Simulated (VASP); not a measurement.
Set up this calculation in VASP 6.6.1, as the native input.

```yaml
Task: single point
Functional: PBEsol
Potentials_or_basis: VASP PAW PBE potentials, release 64 (Cu, O)
Cutoff: 520 eV
k_mesh: 5 × 5 × 3
Occupations: fermi-dirac, width 0.03 eV
Spin: no spin polarisation
Dipole_correction: no
Further_INCAR_settings: ALGO = Normal; EDIFF = 1e-06; NBANDS = 25
```

The structure of CuO lies in POSCAR:

```
CuO
1.0
    2.8795009639      0.0000000000      0.0000000000
    0.0390727580      2.8792794796      0.0000000000
    0.0174953863      0.0172449008      5.1763391994
Cu O
2 2
Direct
    0.0000000000      0.5000000000      0.0000000000
    0.5000000000      0.0000000000      0.5000000000
    0.9984239700      0.0016717800      0.7498871000
    0.0015760300      0.9983282200      0.2501129000
```

One way to write it, as run:

INCAR

```
ALGO = Normal
EDIFF = 1E-6
ENCUT = 520
GGA = PS
ISIF = 2
ISMEAR = -1
LASPH = T
LCHARG = T
LELF = T
LREAL = F
LVHAR = T
LWAVE = F
NBANDS = 25
NELM = 60
PREC = Accurate
SIGMA = 0.03
```

KPOINTS

```
k-points
0
Gamma
  5 5 3
```

Potentials or basis: VASP PAW PBE potentials, release 64 (Cu, O).

Command:

```console
$ cat potpaw_PBE.64/Cu/POTCAR potpaw_PBE.64/O/POTCAR > POTCAR
$ mpirun -np 1 vasp_std > vasp.out
```

It gave:

- Pressure: -1.6 GPa
- Largest force: 0.013 eV/Å
- Band gap on the k mesh: zero (band 17 reaches 5.75 eV, above the bottom of band 18 at 4.96 eV)

Caveat: the k points lie up to 0.44 Å⁻¹ apart; the PAW data sets were made with another functional, which shifts forces and pressure a little; semilocal functionals often make such compounds metallic where correlation or magnetic order opens a gap, which also shifts bond lengths.

Run time: 75 s on 1 thread of Intel Xeon 8259CL (shared host), peak memory 0.18 GiB.
